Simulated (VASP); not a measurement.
# SbO5 (P-6m2) in VASP: single point with PBE

Aim: the single point of SbO5 with PBE.

All numbers are computed with VASP 6.6.1; they aren't measurements. Logs are shortened: lines on timing, memory, paths and dates and some standing lists are left out, and cuts for length are marked.

### 1 The cell of the first run

Symmetry: P-6m2, No. 187, hexagonal system. The conventional cell has a = 3.311 Å, b = 3.311 Å, c = 10.601 Å, α = 90.00°, β = 90.00°, γ = 120.00°. Within 3.0 Å of Sb (site symmetry -6m2) lie 6 O at 2.26 Å. Within 3.0 Å of O (site symmetry 3m) lie 3 Sb at 2.26 Å and 1 O at 2.41 Å. O (site symmetry 3m) has 1 O at 1.30 Å within 1.7 Å. O (site symmetry -6m2) has 6 O at 2.02 Å within 2.7 Å.

The cell was generated, and may not be a known phase.

### 2 Single point, PBE

INCAR reads:

```
PREC     = Accurate       # precision mode
ENCUT    = 700            # plane-wave cutoff, eV
EDIFF    = 1E-6           # SCF threshold, eV
ISMEAR   = 0              # smearing method
SIGMA    = 0.1            # smearing width, eV
LREAL    = F              # projectors in reciprocal space
LASPH    = T              # aspherical terms in the spheres
NELM     = 120            # most SCF steps
ALGO     = Normal         # electronic algorithm
ISIF     = 2              # what is computed and relaxed
LWAVE    = F              # write WAVECAR
LCHARG   = T              # write CHGCAR
GGA      = PE             # functional
LELF     = T              # ELF
LVHAR    = T            
NBANDS   = 32             # bands
GGA_COMPAT= F
```

KPOINTS reads:

```
regular mesh
0
Gamma
  12 12 4
```

POSCAR reads:

```
SbO5
1.0
    3.3110471071      0.0000000000      0.0000000000
   -1.6555235535      2.8674509079      0.0000000000
    0.0000000000      0.0000000000     10.6010452955
Sb O
1 5
Direct
    0.0000000000      0.0000000000      0.0000000000
    0.6666666667      0.3333333333      0.8861178651
    0.0000000000      0.0000000000      0.5611694902
    0.6666666667      0.3333333333      0.5000000000
    0.0000000000      0.0000000000      0.4388305098
    0.6666666667      0.3333333333      0.1138821349
```

Potentials or basis: VASP PAW PBE potentials, release 64 (Sb_d_GW, O).

Launch:

```
> cat potpaw_PBE.64/Sb_d_GW/POTCAR potpaw_PBE.64/O/POTCAR > POTCAR
> mpirun -np 1 vasp_std > vasp.out
```

OUTCAR:

```text
PREC = Accurate
   ENCUT = 700
   EDIFF = 1E-6
   ISMEAR = 0
   LREAL = F
   LASPH = T
   NELM = 120
   ISIF = 2
   GGA = PE

 ion  position               nearest neighbor table
   1  0.000  0.000  0.000-   2 2.26   6 2.26   2 2.26   6 2.26   2 2.26   6 2.26
   2  0.667  0.333  0.886-   1 2.26   1 2.26   1 2.26
   3  0.000  0.000  0.561-   5 1.30
   4  0.667  0.333  0.500-
   5  0.000  0.000  0.439-   3 1.30
   6  0.667  0.333  0.114-   1 2.26   1 2.26   1 2.26

  LATTYP: Found a hexagonal cell.
 ALAT       =     3.3110471071
 C/A-ratio  =     3.2017198646

  Lattice vectors:

 A1 = (   3.3110471071,   0.0000000000,   0.0000000000)
 A2 = (  -1.6555235535,   2.8674509079,   0.0000000000)
 A3 = (   0.0000000000,   0.0000000000,  10.6010452955)

Analysis of symmetry for initial positions (statically):
=====================================================================
 Subroutine PRICEL returns:
 Original cell was already a primitive cell.

 Routine SETGRP: Setting up the symmetry group for a
 hexagonal supercell.

 Subroutine GETGRP returns: Found 12 space group operations
 (whereof 12 operations were pure point group operations)
 out of a pool of 24 trial point group operations.

The static configuration has the point symmetry D_3h.

Analysis of symmetry for dynamics (positions and initial velocities):
=====================================================================
 Subroutine PRICEL returns:
 Original cell was already a primitive cell.

 Routine SETGRP: Setting up the symmetry group for a
 hexagonal supercell.

 Subroutine GETGRP returns: Found 12 space group operations
 (whereof 12 operations were pure point group operations)
 out of a pool of 24 trial point group operations.

The dynamic configuration has the point symmetry D_3h.

 Subroutine INISYM returns: Found 12 space group operations
 (whereof 12 operations are pure point group operations),
 and found     1 'primitive' translations

----------------------------------------------------------------------------------------

                                     Primitive cell

  volume of cell :     100.6491

  direct lattice vectors                    reciprocal lattice vectors
     3.311047107  0.000000000  0.000000000     0.302019261  0.174370902  0.000000000
    -1.655523553  2.867450908  0.000000000     0.000000000  0.348741803  0.000000000
     0.000000000  0.000000000 10.601045296     0.000000000  0.000000000  0.094330320

  length of vectors
     3.311047107  3.311047107 10.601045296     0.348741803  0.348741803  0.094330320

  position of ions in fractional coordinates (direct lattice)
     0.000000000  0.000000000  0.000000000
     0.666666667  0.333333333  0.886117865
     0.000000000  0.000000000  0.561169490
     0.666666667  0.333333333  0.500000000
     0.000000000  0.000000000  0.438830510
     0.666666667  0.333333333  0.113882135

  ion indices of the primitive-cell ions
   primitive index   ion index
                 1           1
                 2           2
                 3           3
                 4           4
                 5           5
                 6           6

----------------------------------------------------------------------------------------

 KPOINTS: regular mesh

Automatic generation of k-mesh.
 Grid dimensions read from file:
 generate k-points for:   12   12    4

 Generating k-lattice:

  Cartesian coordinates                     Fractional coordinates (reciprocal lattice)
     0.025168272  0.014530908  0.000000000     0.083333333  0.000000000  0.000000000
     0.000000000  0.029061817  0.000000000     0.000000000  0.083333333  0.000000000
     0.000000000  0.000000000  0.023582580     0.000000000  0.000000000  0.250000000

  Length of vectors
     0.029061817  0.029061817  0.023582580

  Shift w.r.t. Gamma in fractional coordinates (k-lattice)
     0.000000000  0.000000000  0.000000000

 Subroutine IBZKPT returns following result:
 ===========================================

 Found     57 irreducible k-points:

 Following reciprocal coordinates:
            Coordinates               Weight
  0.000000  0.000000  0.000000      1.000000
  0.083333  0.000000  0.000000      6.000000
  0.166667  0.000000  0.000000      6.000000
  0.250000  0.000000  0.000000      6.000000
  0.333333  0.000000  0.000000      6.000000
  0.416667  0.000000  0.000000      6.000000
[... 16 lines left out ...]
  0.250000  0.000000  0.250000     12.000000
  0.333333  0.000000  0.250000     12.000000
 [... further k-points ...]
   k-points           NKPTS =     57   k-points in BZ     NKDIM =     57   number of bands    NBANDS=     32
   number of dos      NEDOS =    301   number of ions     NIONS =      6
   total plane-waves  NPLWV =  86400
   dimension x,y,z NGX =    30 NGY =   30 NGZ =   96
   dimension x,y,z NGXF=    60 NGYF=   60 NGZF=  192
   ions per type =               1   5
   NGX,Y,Z   is equivalent  to a cutoff of  15.06, 15.06, 15.05 a.u.
   NGXF,Y,Z  is equivalent  to a cutoff of  30.13, 30.13, 30.11 a.u.
 SYSTEM =  unknown system
   PREC   = accura    normal or accurate (medium, high low for compatibility)
   ISTART =      0    job   : 0-new  1-cont  2-samecut
   ICHARG =      2    charge: 1-file 2-atom 10-const
   ISPIN  =      1    spin polarized calculation?
   LNONCOLLINEAR =      F non collinear calculations
   LSORBIT =      F    spin-orbit coupling
   LASPH  =      T    aspherical Exc in radial PAW
   ENCUT  =  700.0 eV  51.45 Ry    7.17 a.u.   7.14  7.14 22.87*2*pi/ulx,y,z
   NELM   =    120;   NELMIN=  2; NELMDL= -5     # of ELM steps
   EDIFF  = 0.1E-05   stopping-criterion for ELM
   LREAL  =      F    real-space projection
   EDIFFG = 0.1E-04   stopping-criterion for IOM
   NSW    =      0    number of steps for IOM
   IBRION =     -1    ionic relax: 0-MD 1-quasi-New 2-CG
   NFREE  =      0    steps in history (QN), initial steepest desc. (CG)
   ISIF   =      2    stress and relaxation
   ISYM   =      2    0-nonsym 1-usesym 2-fastsym
   POTIM  = 0.5000    time-step for ionic-motion
   TEBEG  =    0.0;   TEEND  =   0.0 temperature during run
   PSTRESS=    0.0 pullay stress
   NELECT =      45.0000    total number of electrons
   NUPDOWN=      -1.0000    fix difference up-down
   EMIN   =  10.00;   EMAX   =-10.00  energy-range for DOS
   EFERMI =   0.00;   METHOD = LEGACY
   ISMEAR =     0;   SIGMA  =   0.10  broadening in eV -4-tet -1-fermi 0-gaus
   EFERMI_NEDOS =   21; number of points for ismear=-14 and -15
   IALGO  =     38    algorithm
   IMIX   =      4    mixing-type and parameters
     AMIX     =   0.40;   BMIX     =  1.00
     AMIX_MAG =   1.60;   BMIX_MAG =  1.00
  volume/ion in A,a.u.               =      16.77       113.20
  Fermi-wavevector in a.u.,A,eV,Ry     =   1.251821  2.365599 21.321098  1.567056
  Thomas-Fermi vector in A             =   2.385751
   LORBIT       =      0    0 simple, 1 ext, 2 COOP (PROOUT), +10 PAW based schemes
   GGA     = PE    functional components
   LHFCALC =     F    Hartree Fock is set to
   AEXX    =    0.0000 exact exchange contribution
   IVDW    =     0    specifies the selected vdW correction
   LEPSILON=     F    determine dielectric tensor
   LRPA    =     F    only Hartree local field effects (RPA)
 non-spin polarized calculation
 Gauss-broadening in eV      SIGMA  =   0.10
  energy-cutoff  :      700.00
  volume of cell :      100.65
 maximum number of plane-waves:      4272
 NGX is ok and might be reduce to    30
   NGX = 15   NGY = 15   NGZ = 45

 number of electron      45.0000002 magnetization

 Free energy of the ion-electron system (eV)
  ---------------------------------------------------
  ext. energy  EPLUGINS =         0.00000000
  ---------------------------------------------------
  free energy    TOTEN  =       -25.74370964 eV

  energy without entropy =      -25.70564401  energy(sigma->0) =      -25.72467683

 E-fermi :   0.1028     XC(G=0):  -8.3674

 val. band max:        0.0894840325   @ k =   0.2500   0.0000   0.2500
 cond. band min:       0.1121947815   @ k =   0.1667   0.0833   0.0000
 fundamental gap:      0.0227107490
 Fermi energy:         0.1028429147

 k-point     1 :       0.0000    0.0000    0.0000
  band No.  band energies     occupation
      1     -29.8033      2.00000
      2     -29.8033      2.00000
      3     -29.7649      2.00000
      4     -29.7018      2.00000
      5     -29.7018      2.00000
      6     -25.1904      2.00000
[... 24 lines left out ...]
     31      10.1010      0.00000
     32      10.7093      0.00000

 k-point     2 :       0.0833    0.0000    0.0000
  band No.  band energies     occupation
      1     -29.8054      2.00000
      2     -29.7974      2.00000
      3     -29.7610      2.00000
      4     -29.7064      2.00000
      5     -29.7026      2.00000
      6     -25.1642      2.00000
[... 24 lines left out ...]
     31      10.1027      0.00000
     32      11.0358      0.00000

 k-point     3 :       0.1667    0.0000    0.0000
  band No.  band energies     occupation
      1     -29.8121      2.00000
      2     -29.7813      2.00000
      3     -29.7497      2.00000
      4     -29.7188      2.00000
      5     -29.7049      2.00000
      6     -25.0909      2.00000
[... 24 lines left out ...]
     31      10.1019      0.00000
     32      11.3746      0.00000

 k-point     4 :       0.2500    0.0000    0.0000
  band No.  band energies     occupation
      1     -29.8219      2.00000
      2     -29.7591      2.00000
      3     -29.7357      2.00000
      4     -29.7335      2.00000
      5     -29.7080      2.00000
      6     -24.9870      2.00000
[... 24 lines left out ...]
     31      10.0700      0.00000
     32      11.6288      0.00000

 k-point     5 :       0.3333    0.0000    0.0000
  band No.  band energies     occupation
      1     -29.8322      2.00000
      2     -29.7524      2.00000
      3     -29.7369      2.00000
      4     -29.7170      2.00000
      5     -29.7111      2.00000
      6     -24.8781      2.00000
[... 584 lines left out ...]
     31       9.7564      0.00000
     32      11.2584      0.00000

 k-point    22 :       0.1667    0.0000    0.2500
  band No.  band energies     occupation
      1     -29.8121      2.00000
      2     -29.7813      2.00000
      3     -29.7497      2.00000
      4     -29.7188      2.00000
      5     -29.7049      2.00000
      6     -25.0910      2.00000
[... 24 lines left out ...]
     31       9.7725      0.00000
     32      11.6693      0.00000

 k-point    23 :       0.2500    0.0000    0.2500
  band No.  band energies     occupation
      1     -29.8219      2.00000
      2     -29.7591      2.00000
      3     -29.7357      2.00000
      4     -29.7335      2.00000
      5     -29.7080      2.00000
      6     -24.9870      2.00000
[... 24 lines left out ...]
     31       9.8145      0.00000
     32      11.6293      0.00000

 k-point    24 :       0.3333    0.0000    0.2500
  band No.  band energies     occupation
      1     -29.8322      2.00000
      2     -29.7524      2.00000
      3     -29.7369      2.00000
      4     -29.7170      2.00000
      5     -29.7111      2.00000
      6     -24.8781      2.00000
[... 24 lines left out ...]
     31       9.8825      0.00000
     32      11.3068      0.00000

 [... further k-points ...]

------------------------ aborting loop because EDIFF is reached ----------------------------------------

  FORCE on cell =-STRESS in cart. coord.  units (eV):
  Direction    XX          YY          ZZ          XY          YZ          ZX
  --------------------------------------------------------------------------------------
  -------------------------------------------------------------------------------------
  Total       -0.1153538     -0.1153538      0.6548504     -0.0000000     -0.0000000      0.0000000
  in kB       -1.8362520     -1.8362520     10.4241973     -0.0000000     -0.0000000      0.0000000
  external PRESSURE =       2.2505644 kB  Pullay stress =       0.0000000 kB

 VOLUME and BASIS-vectors are now :
 -----------------------------------------------------------------------------
  energy-cutoff  :      700.00
  volume of cell :      100.65
      direct lattice vectors                 reciprocal lattice vectors
     3.311047107  0.000000000  0.000000000     0.302019261  0.174370902  0.000000000
    -1.655523553  2.867450908  0.000000000     0.000000000  0.348741803  0.000000000
     0.000000000  0.000000000 10.601045296     0.000000000  0.000000000  0.094330320

 POSITION                                       TOTAL-FORCE (eV/Angst)
 -----------------------------------------------------------------------------------
      0.00000      0.00000      0.00000         0.000000     -0.000000      0.000000
      1.65552      0.95582      9.39378         0.000000      0.000000     -0.016378
      0.00000      0.00000      5.94898         0.000000      0.000000      0.608500
      1.65552      0.95582      5.30052        -0.000000     -0.000000      0.000000
      0.00000      0.00000      4.65206        -0.000000     -0.000000     -0.608500
      1.65552      0.95582      1.20727         0.000000      0.000000      0.016378
 -----------------------------------------------------------------------------------
    total drift:                               -0.000001      0.000000      0.000000

  FREE ENERGIE OF THE ION-ELECTRON SYSTEM (eV)
  ---------------------------------------------------
  free  energy   TOTEN  =       -25.7437096422 eV

  energy  without entropy=      -25.7056440104  energy(sigma->0) =      -25.72467683
```

It took 3.3 min on 1 thread of Intel Xeon 6975P-C (Granite Rapids), shared host; peak memory 0.46 GiB.

Results:

```yaml
Free_energy: -25.7437 eV
Pressure: 0.2 GPa
Largest_force: 0.609 eV/Å
Band_gap_on_the_k_mesh: zero (an odd number of electrons rules out a gap without spin polarisation)
```

Forces on the atoms (eV/Å):
```
Sb   0.000  0.000  0.000
O    0.000  0.000 -0.016
O    0.000  0.000  0.609
O    0.000  0.000  0.000
O    0.000  0.000 -0.609
O    0.000  0.000  0.016
```

Stress tensor (GPa, compression positive):
```
-0.18  0.00  0.00
 0.00 -0.18  0.00
 0.00  0.00  1.04
```

Caveat: spin-orbit coupling is left out, which moves the levels of the heavy elements; an odd number of electrons without spin polarisation forces a metal; a magnetic or distorted state may lie lower.

The gap in the log of VASP goes by the Fermi energy; the results here count the filled bands.